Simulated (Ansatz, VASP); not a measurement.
## One calculation of Bi, two programs

Contents of INCAR:

```
PREC = Accurate
ENCUT = 400
EDIFF = 1E-8
ISMEAR = -1
SIGMA = 0.05
LREAL = F
LASPH = T
NELM = 120
ALGO = Normal
ISIF = 2
LWAVE = F
LCHARG = F
GGA = PE
LEFG = T
NBANDS = 14
GGA_COMPAT = F
```

The input KPOINTS:

```
regular mesh
0
Gamma
  16 16 16
```

POSCAR

```
Bi
1.0
    0.0000000000      2.4720203478      2.4720203478
    2.4720203478      0.0000000000      2.4720203478
    2.4720203478      2.4720203478      0.0000000000
Bi
1
Direct
    0.0000000000      0.0000000000      0.0000000000
```

Input for Ansatz:

```yaml
crystal:
  lattice:
    - [0.0, 2.4720203478, 2.4720203478]
    - [2.4720203478, 0.0, 2.4720203478]
    - [2.4720203478, 2.4720203478, 0.0]
  atoms:
    - { symbol: Bi, position: [0.0, 0.0, 0.0] }
kpoints:
  mp_grid: { grid: [16, 16, 16] }
scf:
  occupations: { method: fermi_dirac, width: 0.05 }
hamiltonian:
  xc: pbe
  pseudopotentials: { kind: all_electron, datasets: crystal }
output:
  forces: true
  stress: true
  eigenvalues: true
  efg: { contact_densities: true }
```

Change from the starting cell: volume scaled by 0.95, crystal datasets.

Alike in both runs: task electric field gradients; functional PBE; k mesh 16 × 16 × 16; occupations fermi-dirac, width 0.05 eV; no spin polarisation.

|  | VASP | Ansatz |
| --- | --- | --- |
| version | VASP 6.6.1 | Ansatz 0.2.0 |
| potentials or method | VASP PAW PBE potentials, release 64 (Bi_d), cutoff 400 eV | all-electron PAW with datasets made for the crystal, scalar-relativistic |

|  | VASP | Ansatz | Ansatz less VASP |
| --- | --- | --- | --- |
| pressure (GPa) | 2.8 | 3.0 | +0.14 |

Ansatz ran all-electron here, and VASP with PAW potentials.

Spin-orbit coupling is off throughout.
